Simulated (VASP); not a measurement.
A run of VASP 6.6.1 is set up as follows.

POSCAR

```
CsH
1.0
    0.0000000000      3.4961532519      3.4961532519
    3.4961532519      0.0000000000      3.4961532519
    3.4961532519      3.4961532519      0.0000000000
Cs H
1 1
Direct
    0.0000000000      0.0000000000      0.0000000000
    0.2500000000      0.2500000000      0.2500000000
```

File INCAR.step1:

```
SYSTEM = CsH
PREC = Accurate
ENCUT = 550
ISMEAR = -1
SIGMA = 0.01
LREAL = .FALSE.
LASPH = .TRUE.
NELM = 120
NBANDS = 12
GGA = PE
ALGO = Normal
EDIFF = 1E-5
LWAVE = .TRUE.
LCHARG = .FALSE.
GGA_COMPAT = .FALSE.
```

The input INCAR.step2:

```
SYSTEM = CsH
PREC = Accurate
ENCUT = 550
EDIFF = 1E-6
ISMEAR = -1
SIGMA = 0.01
LREAL = .FALSE.
LASPH = .TRUE.
NELM = 120
ALGO = Normal
ISIF = 2
LWAVE = .FALSE.
LCHARG = .TRUE.
METAGGA = R2SCAN
LMIXTAU = .TRUE.
LELF = .TRUE.
LVHAR = .TRUE.
NBANDS = 12
ISTART = 1
GGA_COMPAT = .FALSE.
```

The input KPOINTS:

```
Automatic mesh
0
G
  4 4 4
  0 0 0
```

Potentials or basis: VASP PAW PBE potentials, release 64 (Cs_sv, H).

Launch:

```sh
$ cat potpaw_PBE.64/Cs_sv/POTCAR potpaw_PBE.64/H/POTCAR > POTCAR
$ cp INCAR.step1 INCAR
$ mpirun -np 1 vasp_std > vasp.out
$ cp INCAR.step2 INCAR
$ mpirun -np 1 vasp_std > vasp.out
```

Task: Predict the band gap on the k mesh.

Result: 3.14 eV (least direct gap 3.18 eV).

Task: Predict the pressure.

Result: 0.0 GPa.

Caveat: the PAW data sets were made with another functional, which shifts forces and pressure a little; spin-orbit coupling is left out, which moves the levels of the heavy elements. A k mesh can miss the band edges.
